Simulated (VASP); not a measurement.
A run of VASP 6.6.1 is set up as follows.

The input INCAR:

```
ALGO = Normal
EDIFF = 1E-6
ENCUT = 500
GGA = CA
GGA_COMPAT = F
ISIF = 2
ISMEAR = 0
LASPH = T
LCHARG = T
LELF = T
LREAL = F
LVHAR = T
LWAVE = F
NBANDS = 11
NELM = 120
PREC = Accurate
SIGMA = 0.01
```

File KPOINTS:

```
k-points
0
Gamma
  4 4 4
```

Contents of POSCAR:

```
BP
1.0
    0.0000000000      2.2499382370      2.2499382370
    2.2499382370      0.0000000000      2.2499382370
    2.2499382370      2.2499382370      0.0000000000
B P
1 1
Direct
    0.0000000000      0.0000000000      0.0000000000
    0.2500000000      0.2500000000      0.2500000000
```

Potentials or basis: VASP PAW LDA potentials, release 64 (B, P).

The run is started by

```bash
$ cat potpaw_LDA.64/B/POTCAR potpaw_LDA.64/P/POTCAR > POTCAR
$ mpirun -np 1 vasp_std > vasp.out
```

**Question.** Estimate the pressure.

**Answer.** -0.1 GPa.

**Question.** Estimate the band gap on the k mesh.

**Answer.** 1.22 eV, indirect (least direct gap 3.40 eV).

Caveat: the k points lie up to 0.60 Å⁻¹ apart. As with any semilocal functional, this LDA gap is likely too small.
